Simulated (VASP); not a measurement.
Write the native input for VASP 6.6.1 that does the following.

- Task: relaxation of cell and atoms
- Functional: PBE
- Potentials or basis: VASP PAW PBE potentials, release 64 (Ge_d)
- Cutoff: 600 eV
- k mesh: 15 × 15 × 15
- Occupations: methfessel-paxton, width 0.05 eV
- Spin: no spin polarisation
- Target pressure: 20 GPa
- Dipole correction: no
- Further INCAR settings: ALGO = Normal; EDIFF = 1e-06; IBRION = 2; EDIFFG = -0.02; NSW = 80; ISIF = 3

The structure of Ge lies in POSCAR:

```
Ge
1.0
    2.6800000000      0.0000000000      0.0000000000
    0.0000000000      2.6800000000      0.0000000000
    0.0000000000      0.0000000000      2.6800000000
Ge
1
Direct
    0.0000000000      0.0000000000      0.0000000000
```

The input as run:

INCAR

```
SYSTEM = Ge
PREC     = Accurate       ! precision mode
ENCUT    = 600            ! plane-wave cutoff, eV
EDIFF    = 1E-6           ! SCF threshold, eV
ISMEAR   = 1              ! smearing method
SIGMA    = 0.05           ! smearing width, eV
LREAL    = .False.        ! projectors in reciprocal space
LASPH    = .True.         ! aspherical terms in the spheres
NELM     = 60             ! most SCF steps
ALGO     = Normal         ! electronic algorithm
ISIF     = 3              ! what is computed and relaxed
LWAVE    = .False.        ! write WAVECAR
LCHARG   = .False.        ! write CHGCAR
GGA      = PE             ! functional
IBRION   = 2              ! ionic algorithm
NSW      = 80             ! ionic steps
EDIFFG   = -0.02          ! ionic threshold
PSTRESS  = 200.0
```

KPOINTS

```
regular mesh
0
Gamma
  15 15 15
  0 0 0
```

Potentials or basis: VASP PAW PBE potentials, release 64 (Ge_d).

Command:

```bash
$ cat potpaw_PBE.64/Ge_d/POTCAR > POTCAR
$ mpirun -np 1 vasp_std > vasp.out
```

Results of the run:

```json
{"Relaxed volume": "16.46 Å³/atom", "Relaxed cell": "a = 2.544 Å, b = 2.544 Å, c = 2.544 Å, α = 90.00°, β = 90.00°, γ = 90.00°", "Space group after relaxing (to 0.05 Å)": "Pm-3m (No. 221)", "Energy change on relaxing (the enthalpy is what falls)": "+170.4 meV/atom", "Ionic steps": "6", "Pressure after relaxing": "19.8 GPa", "Band gap on the k mesh": "zero (band 7 reaches 15.73 eV, above the bottom of band 8 at 5.37 eV)"}
```

Caveat: the cell is relaxed towards a set pressure, so the enthalpy falls and the energy may rise.

Wall time 28 s on 1 thread of Intel(R) Xeon(R) 6975P-C (Granite Rapids) (shared host), peak memory 0.17 GiB.
